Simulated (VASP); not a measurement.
Write the native input for VASP 6.6.1 that does the following.

```yaml
Task: single point
Functional: PBE
Potentials_or_basis: VASP PAW PBE potentials, release 64 (La)
Cutoff: 520 eV
k_mesh: 10 × 10 × 10
Occupations: fermi-dirac, width 0.05 eV
Spin: no spin polarisation
Dipole_correction: no
Further_INCAR_settings: ALGO = Normal; EDIFF = 1e-06; NBANDS = 18
```

The structure of La lies in POSCAR:

```
La
1.0
    0.0000000000      3.2529503658      3.2529503658
    3.2529503658      0.0000000000      3.2529503658
    3.2529503658      3.2529503658      0.0000000000
La
2
Direct
   -0.1250000000     -0.1250000000     -0.1250000000
    0.1250000000      0.1250000000      0.1250000000
```

The input as run:

INCAR

```
PREC = Accurate
ENCUT = 520
EDIFF = 1E-6
ISMEAR = -1
SIGMA = 0.05
LREAL = False
LASPH = True
NELM = 100
ALGO = Normal
ISIF = 2
LWAVE = False
LCHARG = False
GGA = PE
NBANDS = 18
```

KPOINTS

```
regular mesh
0
Gamma
  10 10 10
```

Potentials or basis: VASP PAW PBE potentials, release 64 (La).

Launch:

```console
$ cat potpaw_PBE.64/La/POTCAR > POTCAR
$ mpirun -np 1 vasp_std > vasp.out
```

It gave:

```
Pressure               : 4.3 GPa
Band gap on the k mesh : zero (band 11 reaches 8.21 eV, above the bottom of band 12 at 8.03 eV)
```

Caveat: spin-orbit coupling is left out, which moves the levels of the heavy elements.

It took 52 s on 1 thread of AMD EPYC 9R45 96-Core Processor (Zen 5), on a shared host, peak memory 0.21 GiB.
